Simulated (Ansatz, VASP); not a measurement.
# Hf: VASP beside Ansatz

```
Hf
1.0
    -1.77112    1.77112    1.77112
     1.77112   -1.77112    1.77112
     1.77112    1.77112   -1.77112
Hf
1
Cartesian
  0.0000 0.0000 0.0000
```

Alike in both runs: functional PBE; k mesh 16 × 16 × 16; occupations fermi-dirac, width 0.05 eV; non-collinear spin, spin-orbit coupling.

Ansatz relaxed the structure, and its values are those at the end. VASP's run is a single point on that final structure, the one shown.

|  | VASP | Ansatz |
| --- | --- | --- |
| version | VASP 6.6.1 | Ansatz 0.2.0 |
| potentials or method | VASP PAW PBE potentials, release 64 (Hf_pv) | PAW with Ansatz's default frozen-core files, fully relativistic files with spin-orbit coupling |
| plane-wave cutoff (eV) | 520 | 420 |
| valence electrons in the cell | 10 | 26 |

```tsv
	VASP	Ansatz	Ansatz less VASP
pressure (GPa)	-0.5	0.0	+0.48
net moment per atom (μB)	0.00	0.00	0.000
```

With one functional, cell and mesh, what is left measures potentials, basis and numerics. VASP's potentials hold 10 valence electrons a cell and Ansatz's 26, so a difference there can come from the potentials and not from the codes.
